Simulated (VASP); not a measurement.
# Ge4As (Im-3m) in VASP: single point with PBE

Aim: the single point of Ge4As with PBE.

All numbers are computed with VASP 6.6.1; they aren't measurements. Logs are shortened: lines on timing, memory, paths and dates and some standing lists are left out, and cuts for length are marked.

## 1. The cell of the first run

The structure is cubic, space group Im-3m (No. 229). The conventional cell has a = 5.773 Å, b = 5.773 Å, c = 5.773 Å, α = 90.00°, β = 90.00°, γ = 90.00°. Within 3.3 Å of Ge (site symmetry -3m) lie 2 As at 2.50 Å and 6 Ge at 2.89 Å. Within 3.3 Å of As (site symmetry m-3m) lie 8 Ge at 2.50 Å.

## 2. Single point, PBE

File INCAR:

```
SYSTEM = Ge4As
PREC     = Accurate       ! precision mode
ENCUT    = 520            ! plane-wave cutoff, eV
EDIFF    = 1E-6           ! SCF threshold, eV
ISMEAR   = 0              ! smearing method
SIGMA    = 0.1            ! smearing width, eV
LREAL    = .FALSE.        ! projectors in reciprocal space
LASPH    = .TRUE.         ! aspherical terms in the spheres
NELM     = 80             ! most SCF steps
ALGO     = Normal         ! electronic algorithm
ISIF     = 2              ! what is computed and relaxed
LWAVE    = .FALSE.        ! write WAVECAR
LCHARG   = .TRUE.         ! write CHGCAR
GGA      = PE             ! functional
LELF     = .TRUE.         ! ELF
LVHAR    = .TRUE.       
NBANDS   = 38             ! bands
```

File KPOINTS:

```
regular mesh
0
G
  4 4 4
  0 0 0
```

File POSCAR:

```
Ge4As
1.0
   -2.8867095900      2.8867095900      2.8867095900
    2.8867095900     -2.8867095900      2.8867095900
    2.8867095900      2.8867095900     -2.8867095900
Ge As
4 1
Direct
    0.5000000000      0.5000000000      0.5000000000
    0.5000000000      0.0000000000      0.0000000000
    0.0000000000      0.0000000000      0.5000000000
    0.0000000000      0.5000000000      0.0000000000
    0.0000000000      0.0000000000      0.0000000000
```

Potentials or basis: VASP PAW PBE potentials, release 64 (Ge_d, As).

Run with:

```bash
$ cat potpaw_PBE.64/Ge_d/POTCAR potpaw_PBE.64/As/POTCAR > POTCAR
$ mpirun -np 1 vasp_std > vasp.out
```

OUTCAR:

```text
SYSTEM = Ge4As
   PREC = Accurate
   ENCUT = 520
   EDIFF = 1E-6
   ISMEAR = 0
   LREAL = .FALSE.
   LASPH = .TRUE.
   NELM = 80
   ISIF = 2
   GGA = PE

 ion  position               nearest neighbor table
   1  0.500  0.500  0.500-   5 2.50   5 2.50   4 2.89   2 2.89   2 2.89   4 2.89   3 2.89   3 2.89

   2  0.500  0.000  0.000-   5 2.50   5 2.50   4 2.89   1 2.89   1 2.89   3 2.89   3 2.89   4 2.89

   3  0.000  0.000  0.500-   5 2.50   5 2.50   4 2.89   1 2.89   2 2.89   4 2.89   2 2.89   1 2.89

   4  0.000  0.500  0.000-   5 2.50   5 2.50   3 2.89   1 2.89   2 2.89   3 2.89   1 2.89   2 2.89

   5  0.000  0.000  0.000-   1 2.50   2 2.50   3 2.50   4 2.50   3 2.50   4 2.50   2 2.50   1 2.50

  LATTYP: Found a body centered cubic cell.
 ALAT       =     5.7734191800

  Lattice vectors:

 A1 = (  -2.8867095900,   2.8867095900,   2.8867095900)
 A2 = (   2.8867095900,  -2.8867095900,   2.8867095900)
 A3 = (   2.8867095900,   2.8867095900,  -2.8867095900)

Analysis of symmetry for initial positions (statically):
=====================================================================
 Subroutine PRICEL returns:
 Original cell was already a primitive cell.

 Routine SETGRP: Setting up the symmetry group for a
 body centered cubic supercell.

 Subroutine GETGRP returns: Found 48 space group operations
 (whereof 48 operations were pure point group operations)
 out of a pool of 48 trial point group operations.

The static configuration has the point symmetry O_h .

Analysis of symmetry for dynamics (positions and initial velocities):
=====================================================================
 Subroutine PRICEL returns:
 Original cell was already a primitive cell.

 Routine SETGRP: Setting up the symmetry group for a
 body centered cubic supercell.

 Subroutine GETGRP returns: Found 48 space group operations
 (whereof 48 operations were pure point group operations)
 out of a pool of 48 trial point group operations.

The dynamic configuration has the point symmetry O_h .

 Subroutine INISYM returns: Found 48 space group operations
 (whereof 48 operations are pure point group operations),
 and found     1 'primitive' translations

----------------------------------------------------------------------------------------

                                     Primitive cell

  volume of cell :      96.2209

  direct lattice vectors                    reciprocal lattice vectors
    -2.886709590  2.886709590  2.886709590     0.000000000  0.173207586  0.173207586
     2.886709590 -2.886709590  2.886709590     0.173207586  0.000000000  0.173207586
     2.886709590  2.886709590 -2.886709590     0.173207586  0.173207586  0.000000000

  length of vectors
     4.999927677  4.999927677  4.999927677     0.244952517  0.244952517  0.244952517

  position of ions in fractional coordinates (direct lattice)
     0.500000000  0.500000000  0.500000000
     0.500000000  0.000000000  0.000000000
     0.000000000  0.000000000  0.500000000
     0.000000000  0.500000000  0.000000000
     0.000000000  0.000000000  0.000000000

  ion indices of the primitive-cell ions
   primitive index   ion index
                 1           1
                 2           2
                 3           3
                 4           4
                 5           5

----------------------------------------------------------------------------------------

 KPOINTS: regular mesh

Automatic generation of k-mesh.
 Grid dimensions read from file:
 generate k-points for:    4    4    4

 Generating k-lattice:

  Cartesian coordinates                     Fractional coordinates (reciprocal lattice)
     0.000000000  0.043301897  0.043301897     0.250000000  0.000000000  0.000000000
     0.043301897  0.000000000  0.043301897     0.000000000  0.250000000  0.000000000
     0.043301897  0.043301897  0.000000000     0.000000000  0.000000000  0.250000000

  Length of vectors
     0.061238129  0.061238129  0.061238129

  Shift w.r.t. Gamma in fractional coordinates (k-lattice)
     0.000000000  0.000000000  0.000000000

 Subroutine IBZKPT returns following result:
 ===========================================

 Found      8 irreducible k-points:

 Following reciprocal coordinates:
            Coordinates               Weight
  0.000000  0.000000  0.000000      1.000000
  0.250000  0.000000  0.000000     12.000000
  0.500000  0.000000  0.000000      6.000000
  0.250000  0.250000  0.000000     24.000000
  0.250000  0.250000  0.250000      2.000000
 -0.250000  0.250000  0.250000      6.000000
  0.500000  0.500000  0.250000     12.000000
  0.500000  0.500000  0.500000      1.000000
   k-points           NKPTS =      8   k-points in BZ     NKDIM =      8   number of bands    NBANDS=     38
   number of dos      NEDOS =    301   number of ions     NIONS =      5
   total plane-waves  NPLWV =  64000
   dimension x,y,z NGX =    40 NGY =   40 NGZ =   40
   dimension x,y,z NGXF=    80 NGYF=   80 NGZF=   80
   ions per type =               4   1
   NGX,Y,Z   is equivalent  to a cutoff of  13.30, 13.30, 13.30 a.u.
   NGXF,Y,Z  is equivalent  to a cutoff of  26.60, 26.60, 26.60 a.u.
 SYSTEM =  Ge4As
   PREC   = accura    normal or accurate (medium, high low for compatibility)
   ISTART =      0    job   : 0-new  1-cont  2-samecut
   ICHARG =      2    charge: 1-file 2-atom 10-const
   ISPIN  =      1    spin polarized calculation?
   LNONCOLLINEAR =      F non collinear calculations
   LSORBIT =      F    spin-orbit coupling
   LASPH  =      T    aspherical Exc in radial PAW
   ENCUT  =  520.0 eV  38.22 Ry    6.18 a.u.   9.30  9.30  9.30*2*pi/ulx,y,z
   NELM   =     80;   NELMIN=  2; NELMDL= -5     # of ELM steps
   EDIFF  = 0.1E-05   stopping-criterion for ELM
   LREAL  =      F    real-space projection
   EDIFFG = 0.1E-04   stopping-criterion for IOM
   NSW    =      0    number of steps for IOM
   IBRION =     -1    ionic relax: 0-MD 1-quasi-New 2-CG
   NFREE  =      0    steps in history (QN), initial steepest desc. (CG)
   ISIF   =      2    stress and relaxation
   ISYM   =      2    0-nonsym 1-usesym 2-fastsym
   POTIM  = 0.5000    time-step for ionic-motion
   TEBEG  =    0.0;   TEEND  =   0.0 temperature during run
   PSTRESS=    0.0 pullay stress
   NELECT =      61.0000    total number of electrons
   NUPDOWN=      -1.0000    fix difference up-down
   EMIN   =  10.00;   EMAX   =-10.00  energy-range for DOS
   EFERMI =   0.00;   METHOD = LEGACY
   ISMEAR =     0;   SIGMA  =   0.10  broadening in eV -4-tet -1-fermi 0-gaus
   EFERMI_NEDOS =   21; number of points for ismear=-14 and -15
   IALGO  =     38    algorithm
   IMIX   =      4    mixing-type and parameters
     AMIX     =   0.40;   BMIX     =  1.00
     AMIX_MAG =   1.60;   BMIX_MAG =  1.00
  volume/ion in A,a.u.               =      19.24       129.87
  Fermi-wavevector in a.u.,A,eV,Ry     =   1.406355  2.657626 26.910077  1.977835
  Thomas-Fermi vector in A             =   2.528724
   LORBIT       =      0    0 simple, 1 ext, 2 COOP (PROOUT), +10 PAW based schemes
   GGA     = PE    functional components
   LHFCALC =     F    Hartree Fock is set to
   AEXX    =    0.0000 exact exchange contribution
   IVDW    =     0    specifies the selected vdW correction
   LEPSILON=     F    determine dielectric tensor
   LRPA    =     F    only Hartree local field effects (RPA)
 non-spin polarized calculation
 Gauss-broadening in eV      SIGMA  =   0.10
  energy-cutoff  :      520.00
  volume of cell :       96.22
 maximum number of plane-waves:      2616
 NGX is ok and might be reduce to    40
   NGX = 19   NGY = 19   NGZ = 19

 number of electron      61.0000027 magnetization

 Free energy of the ion-electron system (eV)
  ---------------------------------------------------
  ext. energy  EPLUGINS =         0.00000000
  ---------------------------------------------------
  free energy    TOTEN  =       -18.75353507 eV

  energy without entropy =      -18.72947337  energy(sigma->0) =      -18.74150422

 E-fermi :   6.6505     XC(G=0): -10.8740

 val. band max:        6.6388826495   @ k =   0.2500   0.2500   0.0000
 cond. band min:       6.8328594200   @ k =   0.2500   0.2500   0.0000
 fundamental gap:      0.1939767705
 Fermi energy:         6.6504756159

 k-point     1 :       0.0000    0.0000    0.0000
  band No.  band energies     occupation
      1     -18.3691      2.00000
      2     -18.3284      2.00000
      3     -18.3284      2.00000
      4     -18.2683      2.00000
      5     -18.2683      2.00000
      6     -18.2683      2.00000
[... 30 lines left out ...]
     37      13.9398      0.00000
     38      13.9398      0.00000

 k-point     2 :       0.2500    0.0000    0.0000
  band No.  band energies     occupation
      1     -18.3489      2.00000
      2     -18.3176      2.00000
      3     -18.3033      2.00000
      4     -18.2784      2.00000
      5     -18.2627      2.00000
      6     -18.2591      2.00000
[... 30 lines left out ...]
     37      11.6273      0.00000
     38      12.6694      0.00000

 k-point     3 :       0.5000    0.0000    0.0000
  band No.  band energies     occupation
      1     -18.3121      2.00000
      2     -18.3045      2.00000
      3     -18.2927      2.00000
      4     -18.2858      2.00000
      5     -18.2615      2.00000
      6     -18.2535      2.00000
[... 30 lines left out ...]
     37      12.0235      0.00000
     38      12.7712      0.00000

 k-point     4 :       0.2500    0.2500    0.0000
  band No.  band energies     occupation
      1     -18.3185      2.00000
      2     -18.2974      2.00000
      3     -18.2837      2.00000
      4     -18.2788      2.00000
      5     -18.2659      2.00000
      6     -18.2652      2.00000
[... 30 lines left out ...]
     37      11.6430      0.00000
     38      11.9653      0.00000

 k-point     5 :       0.2500    0.2500    0.2500
  band No.  band energies     occupation
      1     -18.2944      2.00000
      2     -18.2749      2.00000
      3     -18.2749      2.00000
      4     -18.2749      2.00000
      5     -18.2391      2.00000
      6     -18.2391      2.00000
[... 30 lines left out ...]
     37      11.9448      0.00000
     38      11.9472      0.00000

 k-point     6 :      -0.2500    0.2500    0.2500
  band No.  band energies     occupation
      1     -18.3355      2.00000
      2     -18.3228      2.00000
      3     -18.2877      2.00000
      4     -18.2877      2.00000
      5     -18.2745      2.00000
      6     -18.2730      2.00000
[... 30 lines left out ...]
     37      12.5366      0.00000
     38      12.5400      0.00000

 k-point     7 :       0.5000    0.5000    0.2500
  band No.  band energies     occupation
      1     -18.3101      2.00000
      2     -18.3088      2.00000
      3     -18.3064      2.00000
      4     -18.3015      2.00000
      5     -18.2920      2.00000
      6     -18.2913      2.00000
[... 30 lines left out ...]
     37      11.8184      0.00000
     38      12.3404      0.00000

 k-point     8 :       0.5000    0.5000    0.5000
  band No.  band energies     occupation
      1     -18.3177      2.00000
      2     -18.3177      2.00000
      3     -18.3177      2.00000
      4     -18.3075      2.00000
      5     -18.3075      2.00000
      6     -18.3075      2.00000
[... 30 lines left out ...]
     37      12.3711      0.00000
     38      13.7134      0.00000

------------------------ aborting loop because EDIFF is reached ----------------------------------------

  FORCE on cell =-STRESS in cart. coord.  units (eV):
  Direction    XX          YY          ZZ          XY          YZ          ZX
  --------------------------------------------------------------------------------------
  -------------------------------------------------------------------------------------
  Total        9.6221079      9.6221079      9.6221079      0.0000000      0.0000000      0.0000000
  in kB      160.2180825    160.2180825    160.2180825      0.0000000      0.0000000      0.0000000
  external PRESSURE =     160.2180825 kB  Pullay stress =       0.0000000 kB

 VOLUME and BASIS-vectors are now :
 -----------------------------------------------------------------------------
  energy-cutoff  :      520.00
  volume of cell :       96.22
      direct lattice vectors                 reciprocal lattice vectors
    -2.886709590  2.886709590  2.886709590     0.000000000  0.173207586  0.173207586
     2.886709590 -2.886709590  2.886709590     0.173207586  0.000000000  0.173207586
     2.886709590  2.886709590 -2.886709590     0.173207586  0.173207586  0.000000000

 POSITION                                       TOTAL-FORCE (eV/Angst)
 -----------------------------------------------------------------------------------
      1.44335      1.44335      1.44335         0.000000      0.000000     -0.000000
     -1.44335      1.44335      1.44335        -0.000000     -0.000000      0.000000
      1.44335      1.44335     -1.44335        -0.000000     -0.000000     -0.000000
      1.44335     -1.44335      1.44335         0.000000      0.000000      0.000000
      0.00000      0.00000      0.00000         0.000000     -0.000000     -0.000000
 -----------------------------------------------------------------------------------
    total drift:                                0.000000     -0.000000      0.000000

  FREE ENERGIE OF THE ION-ELECTRON SYSTEM (eV)
  ---------------------------------------------------
  free  energy   TOTEN  =       -18.7535350724 eV

  energy  without entropy=      -18.7294733722  energy(sigma->0) =      -18.74150422
```

Run time: 42 s. Hardware: 1 thread of AMD EPYC 7R43 (Zen 3), shared host; peak memory 0.2 GiB.

Results:

```yaml
Free_energy: -18.7535 eV
Pressure: 16.0 GPa
```

Caveat: the k points lie up to 0.38 Å⁻¹ apart.
